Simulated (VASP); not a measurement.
The system is Cd.

```
Cd
1.0
     0.00000    3.04000    3.04000
     3.04000    0.00000    3.04000
     3.04000    3.04000    0.00000
Cd
2
Direct
  0.00000 0.00000 0.00000
  0.25000 0.25000 0.25000
```

| Quantity | Value |
| --- | --- |
| Program | VASP 6.6.1 |
| Task | relaxation of cell and atoms |
| Functional | LDA |
| Potentials or basis | VASP PAW LDA potentials, release 64 (Cd) |
| Cutoff | 600 eV |
| k mesh | 6 × 6 × 6 |
| Occupations | gaussian, width 0.1 eV |
| Spin | no spin polarisation |

At the start: pressure 5.3 GPa; volume 28.09 Å³/atom.

**Question.** Where does the relaxation end?

**Answer.** Over 3 steps the energy falls by 62.5 meV/atom and the volume is 32.56 Å³/atom (+15.9 %); space group Fd-3m (No. 227, to 0.05 Å).

The path:
| step | energy change (eV) | largest force (eV/Å) | pressure (GPa) | volume (Å³) |
| --- | --- | --- | --- | --- |
| 1 | 0.0000 | 0.0000 | 5.31 | 56.19 |
| 2 | -0.1240 | 0.0000 | 0.36 | 64.11 |
| 3 | -0.1249 | 0.0000 | -0.06 | 65.12 |

Final structure:
```cif
data_structure
_symmetry_space_group_name_H-M 'P 1'
_symmetry_Int_Tables_number 1
_cell_length_a 4.5158
_cell_length_b 4.5158
_cell_length_c 4.5158
_cell_angle_alpha 60.000
_cell_angle_beta 60.000
_cell_angle_gamma 60.000
_cell_volume 65.12
loop_
_atom_site_label
_atom_site_type_symbol
_atom_site_fract_x
_atom_site_fract_y
_atom_site_fract_z
_atom_site_occupancy
Cd1 Cd 0.00000 0.00000 0.00000 1
Cd2 Cd 0.25000 0.25000 0.25000 1
```

Caveat: the volume moved by over 15 % at a fixed basis, so the end points are rough.
